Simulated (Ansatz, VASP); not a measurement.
Two plane-wave programs on CoSi2

```
CELL_PARAMETERS angstrom
0.00000 2.67994 2.67994
2.67994 0.00000 2.67994
2.67994 2.67994 0.00000
ATOMIC_POSITIONS crystal
Co 0.00000 0.00000 0.00000
Si 0.23134 0.26866 0.23134
Si 0.73134 0.76866 0.73134
```

Change from the starting cell: all Si atoms moved -0.100 Å, as atom 2 along Cartesian [0 1 0].

Alike in both runs: task single point; functional PBE; k mesh 16 × 16 × 16; occupations gaussian, width 0.15 eV; no spin polarisation.

```csv
,VASP,Ansatz
version,VASP 6.6.1,Ansatz 0.2.0
potentials or method,"VASP PAW PBE potentials, release 64 (Co, Si), cutoff 520 eV","scalar-relativistic, plane waves, PAW"
valence electrons in the cell,17,25
```

```csv
,VASP,Ansatz,Ansatz less VASP
gap on the k mesh at the Fermi level (eV),none,none,-
pressure (GPa),0.6,0.8,+0.16
"traceless stress, the component that is largest in VASP (GPa)",-0.30,-0.29,+0.010
rms of the force components (eV/Å),0.474,0.472,-0.0027
```

Atom by atom the forces differ by 0.003 eV/Å (rms over components). A gap of «none» marks a metal or a gap that the smearing closes. VASP's potentials hold 17 valence electrons a cell and Ansatz's 25, so a difference there can come from the potentials and not from the codes.
